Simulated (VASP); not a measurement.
# AlNi (Pm-3m) in VASP: further runs, part 2 of 3

VASP 6.6.1. Earlier steps stand in the parts before.

## Step 3: Single point, PBEsol, collinear spin, ferromagnetic start (volume scaled by 1.02)

Input file INCAR:

```
PREC = Accurate
ENCUT = 520
EDIFF = 1E-6
ISMEAR = -1
SIGMA = 0.05
LREAL = False
LASPH = True
NELM = 150
ALGO = Normal
ISIF = 2
LWAVE = False
LCHARG = False
ISPIN = 2
MAGMOM = 1 0
LORBIT = 11
LMAXMIX = 4
GGA = PS
NBANDS = 18
```

Input file KPOINTS:

```
Automatic mesh
0
Gamma
  9 9 9
```

Input file POSCAR:

```
AlNi
1.0
    2.9000800262      0.0000000000      0.0000000000
    0.0000000000      2.9000800262      0.0000000000
    0.0000000000      0.0000000000      2.9000800262
Ni Al
1 1
Direct
    0.5000000000      0.5000000000      0.5000000000
    0.0000000000      0.0000000000      0.0000000000
```

Potentials or basis: VASP PAW PBE potentials, release 64 (Ni, Al).

Started as:

```sh
$ cat potpaw_PBE.64/Ni/POTCAR potpaw_PBE.64/Al/POTCAR > POTCAR
$ mpirun -np 1 vasp_std > vasp.out
```

OUTCAR:

```text
PREC = Accurate
   ENCUT = 520
   EDIFF = 1E-6
   ISMEAR = -1
   LREAL = False
   LASPH = True
   NELM = 150
   ISIF = 2
   ISPIN = 2
   LORBIT = 11
   GGA = PS

 ion  position               nearest neighbor table
   1  0.500  0.500  0.500-   2 2.51   2 2.51   2 2.51   2 2.51   2 2.51   2 2.51   2 2.51   2 2.51

   2  0.000  0.000  0.000-   1 2.51   1 2.51   1 2.51   1 2.51   1 2.51   1 2.51   1 2.51   1 2.51

  LATTYP: Found a simple cubic cell.
 ALAT       =     2.9000800262

  Lattice vectors:

 A1 = (   2.9000800262,   0.0000000000,   0.0000000000)
 A2 = (   0.0000000000,   2.9000800262,   0.0000000000)
 A3 = (   0.0000000000,   0.0000000000,   2.9000800262)

Analysis of symmetry for initial positions (statically):
=====================================================================
 Subroutine PRICEL returns:
 Original cell was already a primitive cell.

 Routine SETGRP: Setting up the symmetry group for a
 simple cubic supercell.

 Subroutine GETGRP returns: Found 48 space group operations
 (whereof 48 operations were pure point group operations)
 out of a pool of 48 trial point group operations.

The static configuration has the point symmetry O_h .

Analysis of symmetry for dynamics (positions and initial velocities):
=====================================================================
 Subroutine PRICEL returns:
 Original cell was already a primitive cell.

 Routine SETGRP: Setting up the symmetry group for a
 simple cubic supercell.

 Subroutine GETGRP returns: Found 48 space group operations
 (whereof 48 operations were pure point group operations)
 out of a pool of 48 trial point group operations.

The dynamic configuration has the point symmetry O_h .

Analysis of structural, dynamic, and magnetic symmetry:
=====================================================================
 Subroutine PRICEL returns:
 Original cell was already a primitive cell.

 Routine SETGRP: Setting up the symmetry group for a
 simple cubic supercell.

 Subroutine GETGRP returns: Found 48 space group operations
 (whereof 48 operations were pure point group operations)
 out of a pool of 48 trial point group operations.

The overall configuration has the point symmetry O_h .

 Subroutine INISYM returns: Found 48 space group operations
 (whereof 48 operations are pure point group operations),
 and found     1 'primitive' translations

----------------------------------------------------------------------------------------

                                     Primitive cell

  volume of cell :      24.3910

  direct lattice vectors                    reciprocal lattice vectors
     2.900080026  0.000000000  0.000000000     0.344818071  0.000000000  0.000000000
     0.000000000  2.900080026  0.000000000     0.000000000  0.344818071  0.000000000
     0.000000000  0.000000000  2.900080026     0.000000000  0.000000000  0.344818071

  length of vectors
     2.900080026  2.900080026  2.900080026     0.344818071  0.344818071  0.344818071

  position of ions in fractional coordinates (direct lattice)
     0.500000000  0.500000000  0.500000000
     0.000000000  0.000000000  0.000000000

  ion indices of the primitive-cell ions
   primitive index   ion index
                 1           1
                 2           2
[... 59 lines left out ...]
   ions per type =               1   1
   NGX,Y,Z   is equivalent  to a cutoff of  13.76, 13.76, 13.76 a.u.
   NGXF,Y,Z  is equivalent  to a cutoff of  27.52, 27.52, 27.52 a.u.
 SYSTEM =  unknown system
   PREC   = accura    normal or accurate (medium, high low for compatibility)
   ISTART =      0    job   : 0-new  1-cont  2-samecut
   ICHARG =      2    charge: 1-file 2-atom 10-const
   ISPIN  =      2    spin polarized calculation?
   LNONCOLLINEAR =      F non collinear calculations
   LSORBIT =      F    spin-orbit coupling
   LASPH  =      T    aspherical Exc in radial PAW
   ENCUT  =  520.0 eV  38.22 Ry    6.18 a.u.   5.39  5.39  5.39*2*pi/ulx,y,z
   NELM   =    150;   NELMIN=  2; NELMDL= -5     # of ELM steps
   EDIFF  = 0.1E-05   stopping-criterion for ELM
   LREAL  =      F    real-space projection
   EDIFFG = 0.1E-04   stopping-criterion for IOM
   NSW    =      0    number of steps for IOM
   IBRION =     -1    ionic relax: 0-MD 1-quasi-New 2-CG
   NFREE  =      0    steps in history (QN), initial steepest desc. (CG)
   ISIF   =      2    stress and relaxation
   ISYM   =      2    0-nonsym 1-usesym 2-fastsym
   POTIM  = 0.5000    time-step for ionic-motion
   TEBEG  =    0.0;   TEEND  =   0.0 temperature during run
   PSTRESS=    0.0 pullay stress
   NELECT =      13.0000    total number of electrons
   NUPDOWN=      -1.0000    fix difference up-down
   EMIN   =  10.00;   EMAX   =-10.00  energy-range for DOS
   EFERMI =   0.00;   METHOD = LEGACY
   ISMEAR =    -1;   SIGMA  =   0.05  broadening in eV -4-tet -1-fermi 0-gaus
   EFERMI_NEDOS =   21; number of points for ismear=-14 and -15
   IALGO  =     38    algorithm
   IMIX   =      4    mixing-type and parameters
     AMIX     =   0.40;   BMIX     =  1.00
     AMIX_MAG =   1.60;   BMIX_MAG =  1.00
  volume/ion in A,a.u.               =      12.20        82.30
  Fermi-wavevector in a.u.,A,eV,Ry     =   1.327331  2.508292 23.970854  1.761808
  Thomas-Fermi vector in A             =   2.456651
   LORBIT       =     11    0 simple, 1 ext, 2 COOP (PROOUT), +10 PAW based schemes
   GGA     = PS    functional components
   LHFCALC =     F    Hartree Fock is set to
   AEXX    =    0.0000 exact exchange contribution
   IVDW    =     0    specifies the selected vdW correction
   LEPSILON=     F    determine dielectric tensor
   LRPA    =     F    only Hartree local field effects (RPA)
 spin polarized calculation
  energy-cutoff  :      520.00
  volume of cell :       24.39
 maximum number of plane-waves:       691
 NGX is ok and might be reduce to    24
   NGX = 11   NGY = 11   NGZ = 11

 number of electron      13.0000011 magnetization      -0.0332080

 number of electron      13.0000011 magnetization       0.0002228

 Free energy of the ion-electron system (eV)
  ---------------------------------------------------
  ext. energy  EPLUGINS =         0.00000000
  ---------------------------------------------------
  free energy    TOTEN  =       -11.56713244 eV

  energy without entropy =      -11.56032103  energy(sigma->0) =      -11.56372673

 E-fermi :   9.6341     XC(G=0): -12.0711

 val. band max:        9.5814046852   @ k =   0.3333   0.3333   0.0000
 cond. band min:       9.6774831584   @ k =   0.3333   0.1111   0.1111
 fundamental gap:      0.0960784732
 Fermi energy:         9.6340865025

 spin component 1

 k-point     1 :       0.0000    0.0000    0.0000
  band No.  band energies     occupation
      1      -1.3481      1.00000
      2       6.4840      1.00000
      3       6.4840      1.00000
      4       8.1236      1.00000
      5       8.1236      1.00000
      6       8.1236      1.00000
[... 493 lines left out ...]
     17      31.9581      0.00000
     18      35.7103      0.00000

 [... further k-points ...]

 spin component 2

 k-point     1 :       0.0000    0.0000    0.0000
  band No.  band energies     occupation
      1      -1.3481      1.00000
      2       6.4842      1.00000
      3       6.4842      1.00000
      4       8.1237      1.00000
      5       8.1237      1.00000
      6       8.1237      1.00000
[... 493 lines left out ...]
     17      31.9581      0.00000
     18      35.7101      0.00000

 [... further k-points ...]
[... 5 lines left out ...]
  --------------------------------------------------------------------------------------
  -------------------------------------------------------------------------------------
  Total       -0.9478244     -0.9478244     -0.9478244      0.0000000     -0.0000000      0.0000000
  in kB      -62.2599134    -62.2599134    -62.2599134      0.0000000     -0.0000000      0.0000000
  external PRESSURE =     -62.2599134 kB  Pullay stress =       0.0000000 kB

 VOLUME and BASIS-vectors are now :
 -----------------------------------------------------------------------------
  energy-cutoff  :      520.00
  volume of cell :       24.39
      direct lattice vectors                 reciprocal lattice vectors
     2.900080026  0.000000000  0.000000000     0.344818071  0.000000000  0.000000000
     0.000000000  2.900080026  0.000000000     0.000000000  0.344818071  0.000000000
     0.000000000  0.000000000  2.900080026     0.000000000  0.000000000  0.344818071

 POSITION                                       TOTAL-FORCE (eV/Angst)
 -----------------------------------------------------------------------------------
      1.45004      1.45004      1.45004         0.000000      0.000000      0.000000
      0.00000      0.00000      0.00000         0.000000      0.000000      0.000000
 -----------------------------------------------------------------------------------
    total drift:                                0.000000      0.000000     -0.000000

  FREE ENERGIE OF THE ION-ELECTRON SYSTEM (eV)
  ---------------------------------------------------
  free  energy   TOTEN  =       -11.5671324422 eV

  energy  without entropy=      -11.5603210257  energy(sigma->0) =      -11.56372673

 total charge

# of ion       s       p       d       tot
------------------------------------------
    1        0.472   0.505   8.465   9.442
    2        0.381   0.403   0.000   0.784
--------------------------------------------------
tot          0.853   0.908   8.465  10.226

 magnetization (x)

# of ion       s       p       d       tot
------------------------------------------
    1       -0.000  -0.000   0.000   0.000
    2        0.000   0.000   0.000   0.000
--------------------------------------------------
tot          0.000   0.000   0.000   0.000
```

It took 38 s on 1 thread of Intel Xeon 6975P-C, shared host; peak memory 0.16 GiB.

What came out:

```yaml
Free_energy: -11.5671 eV
Pressure: -6.2 GPa
Net_moment: 0.00 μB per cell
Valence_electrons_inside_the_program's_atomic_spheres: Ni 9.44; Al 0.78
```

Levels at points of the mesh, in eV from the Fermi level:
Spin up:
| k point | band 4 | band 5 | band 6 | band 7 | band 8 | band 9 |
| --- | --- | --- | --- | --- | --- | --- |
| (0.00, 0.00, 0.00) | -1.51 | -1.51 | -1.51 | 5.42 | 5.42 | 5.42 |
Spin down:
| k point | band 4 | band 5 | band 6 | band 7 | band 8 | band 9 |
| --- | --- | --- | --- | --- | --- | --- |
| (0.00, 0.00, 0.00) | -1.51 | -1.51 | -1.51 | 5.42 | 5.42 | 5.42 |

Caveat: the PAW data sets were made with another functional, which shifts forces and pressure a little.

## Step 4: Single point, PBEsol, collinear spin, ferromagnetic start (volume scaled by 1.04)

Input file INCAR:

```
ALGO = Normal
EDIFF = 1E-7
ENCUT = 520
GGA = PS
ISIF = 2
ISMEAR = -1
ISPIN = 2
LASPH = True
LCHARG = True
LELF = True
LMAXMIX = 4
LORBIT = 11
LREAL = False
LVHAR = True
LWAVE = False
MAGMOM = 1 0
NBANDS = 18
NELM = 150
PREC = Accurate
SIGMA = 0.05
```

Input file KPOINTS:

```
k-points
0
Gamma
  9 9 9
```

Input file POSCAR:

```
AlNi
1.0
    2.9189122424      0.0000000000      0.0000000000
    0.0000000000      2.9189122424      0.0000000000
    0.0000000000      0.0000000000      2.9189122424
Ni Al
1 1
Direct
    0.5000000000      0.5000000000      0.5000000000
    0.0000000000      0.0000000000      0.0000000000
```

Potentials or basis: VASP PAW PBE potentials, release 64 (Ni, Al).

Started as:

```sh
$ cat potpaw_PBE.64/Ni/POTCAR potpaw_PBE.64/Al/POTCAR > POTCAR
$ mpirun -np 1 vasp_std > vasp.out
```

OUTCAR:

```text
EDIFF = 1E-7
   ENCUT = 520
   GGA = PS
   ISIF = 2
   ISMEAR = -1
   ISPIN = 2
   LASPH = True
   LORBIT = 11
   LREAL = False
   NELM = 150
   PREC = Accurate

 ion  position               nearest neighbor table
   1  0.500  0.500  0.500-   2 2.53   2 2.53   2 2.53   2 2.53   2 2.53   2 2.53   2 2.53   2 2.53

   2  0.000  0.000  0.000-   1 2.53   1 2.53   1 2.53   1 2.53   1 2.53   1 2.53   1 2.53   1 2.53

  LATTYP: Found a simple cubic cell.
 ALAT       =     2.9189122424

  Lattice vectors:

 A1 = (   2.9189122424,   0.0000000000,   0.0000000000)
 A2 = (   0.0000000000,   2.9189122424,   0.0000000000)
 A3 = (   0.0000000000,   0.0000000000,   2.9189122424)
[... 1224 lines left out ...]
 VOLUME and BASIS-vectors are now :
 -----------------------------------------------------------------------------
  energy-cutoff  :      520.00
  volume of cell :       24.87
      direct lattice vectors                 reciprocal lattice vectors
     2.918912242  0.000000000  0.000000000     0.342593376  0.000000000  0.000000000
     0.000000000  2.918912242  0.000000000     0.000000000  0.342593376  0.000000000
     0.000000000  0.000000000  2.918912242     0.000000000  0.000000000  0.342593376

 POSITION                                       TOTAL-FORCE (eV/Angst)
 -----------------------------------------------------------------------------------
      1.45946      1.45946      1.45946         0.000000      0.000000      0.000000
      0.00000      0.00000      0.00000         0.000000      0.000000      0.000000
 -----------------------------------------------------------------------------------
    total drift:                                0.000000      0.000000     -0.000000

  FREE ENERGIE OF THE ION-ELECTRON SYSTEM (eV)
  ---------------------------------------------------
  free  energy   TOTEN  =       -11.5444807466 eV

  energy  without entropy=      -11.5374079465  energy(sigma->0) =      -11.54094435

 total charge

# of ion       s       p       d       tot
------------------------------------------
    1        0.465   0.489   8.456   9.410
    2        0.379   0.395   0.000   0.774
--------------------------------------------------
tot          0.844   0.884   8.456  10.184

 magnetization (x)

# of ion       s       p       d       tot
------------------------------------------
    1        0.000   0.000   0.000   0.000
    2        0.000   0.000   0.000   0.000
--------------------------------------------------
tot          0.000   0.000   0.000   0.000
```

OSZICAR:

```text
N       E                     dE             d eps       ncg     rms          rms(c)
DAV:   1     0.420955348202E+02    0.42096E+02   -0.52709E+03  2592   0.783E+02
DAV:   2    -0.106381152031E+02   -0.52734E+02   -0.46369E+02  2712   0.157E+02
DAV:   3    -0.130587711279E+02   -0.24207E+01   -0.23774E+01  3062   0.350E+01
DAV:   4    -0.130892955259E+02   -0.30524E-01   -0.30501E-01  2938   0.350E+00
DAV:   5    -0.130900061750E+02   -0.71065E-03   -0.71061E-03  3046   0.578E-01    0.129E+01
DAV:   6    -0.156537595989E+02   -0.25638E+01   -0.48702E+01  2828   0.802E+01    0.180E+01
DAV:   7    -0.115818138244E+02    0.40719E+01   -0.14172E+01  2794   0.468E+01    0.173E+00
DAV:   8    -0.115579644870E+02    0.23849E-01   -0.36494E-01  3344   0.560E+00    0.106E+00
DAV:   9    -0.115438783445E+02    0.14086E-01   -0.46302E-02  3060   0.194E+00    0.571E-01
DAV:  10    -0.115443676481E+02   -0.48930E-03   -0.11715E-03  3402   0.323E-01    0.234E-01
DAV:  11    -0.115443715682E+02   -0.39201E-05   -0.29123E-03  3234   0.457E-01    0.120E-01
DAV:  12    -0.115444761687E+02   -0.10460E-03   -0.29617E-04  3344   0.153E-01    0.409E-02
DAV:  13    -0.115444807077E+02   -0.45390E-05   -0.11589E-05  3540   0.277E-02    0.172E-02
DAV:  14    -0.115444807724E+02   -0.64654E-07   -0.19938E-06  3248   0.139E-02    0.438E-03
DAV:  15    -0.115444807466E+02    0.25808E-07   -0.10003E-07  1634   0.263E-03
   1 F= -.11544481E+02 E0= -.11540944E+02  d E =-.707280E-02  mag=     0.0000
```

stdout:

```text
POSCAR found type information on POSCAR NiAl
 POSCAR found :  2 types and       2 ions
 scaLAPACK will be used
 -----------------------------------------------------------------------------
|                                                                             |
|                                                                             |
|     You enforced a specific xc type in the INCAR file but a different       |
|     I HOPE YOU KNOW WHAT YOU ARE DOING!                                     |
|                                                                             |
 -----------------------------------------------------------------------------

 LDA part: xc-table for (Slater+PW92), standard interpolation
 POSCAR, INCAR and KPOINTS ok, starting setup
 FFT: planning ... GRIDC
 FFT: planning ... GRID_SOFT
 FFT: planning ... GRID
 WAVECAR not read
 entering main loop
```

It took 40 s on 1 thread of Intel Xeon 6975P-C, shared host; peak memory 0.16 GiB.

What came out:

| Quantity | Value |
| --- | --- |
| Free energy | -11.5445 eV |
| Pressure | -8.9 GPa |
| Net moment | 0.00 μB per cell |
| Valence electrons inside the program's atomic spheres | Ni 9.41; Al 0.77 |

Levels at points of the mesh, in eV from the Fermi level:
Spin up:
```
           k point  band 2  band 3  band 4  band 5  band 6  band 7  band 8  band 9  band 10  band 11
(0.00, 0.00, 0.00)   -3.06   -3.06   -1.47   -1.47   -1.47    5.34    5.34    5.34     8.03     8.03
```
Spin down:
| k point | band 2 | band 3 | band 4 | band 5 | band 6 | band 7 | band 8 | band 9 | band 10 | band 11 |
| --- | --- | --- | --- | --- | --- | --- | --- | --- | --- | --- |
| (0.00, 0.00, 0.00) | -3.06 | -3.06 | -1.47 | -1.47 | -1.47 | 5.34 | 5.34 | 5.34 | 8.03 | 8.03 |

Caveat: the PAW data sets were made with another functional, which shifts forces and pressure a little.

(Continued in part 3 of 3.)
